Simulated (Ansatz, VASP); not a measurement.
# Ge: VASP and Ansatz over several settings

```
CELL_PARAMETERS angstrom
0.00000 2.88439 2.88439
2.88439 0.00000 2.88439
2.88439 2.88439 0.00000
ATOMIC_POSITIONS crystal
Ge 0.75000 0.75000 0.75000
Ge 0.50000 0.50000 0.50000
```

Single points on this cell with VASP 6.6.1 and Ansatz 0.2.0. Each row is one pair of runs. Alike in all rows: spin: off; smearing: fermi-dirac, width 0.05 eV; VASP's potentials, cutoff: VASP PAW PBE potentials, release 64 (Ge_d), 520 eV.

| level | k mesh | Ansatz's potentials, cutoff | gap on the k mesh at the Fermi level (eV), VASP | gap on the k mesh at the Fermi level (eV), Ansatz | pressure (GPa), VASP | pressure (GPa), Ansatz |
| --- | --- | --- | --- | --- | --- | --- |
| r2SCAN0 | 4 × 4 × 4 | Ansatz PAW, 500 eV | 1.19 | 1.14 | -4.8 | -4.7 |
| PBE0 | 4 × 4 × 4 | Ansatz PAW, 420 eV | 1.07 | 0.99 | -3.1 | -3.1 |
| r2SCAN+rVV10 | 8 × 8 × 8 | Ansatz PAW, 500 eV | none | none | -3.8 | -3.8 |

Gap on the k mesh at the fermi level (eV): the two programs differ by at most 0.077; pressure (GPa): the two programs differ by at most 0.04.

A gap of «none» marks a metal or a gap that the smearing closes.

The k mesh is coarse in some rows, so the values compare programs but aren't converged.
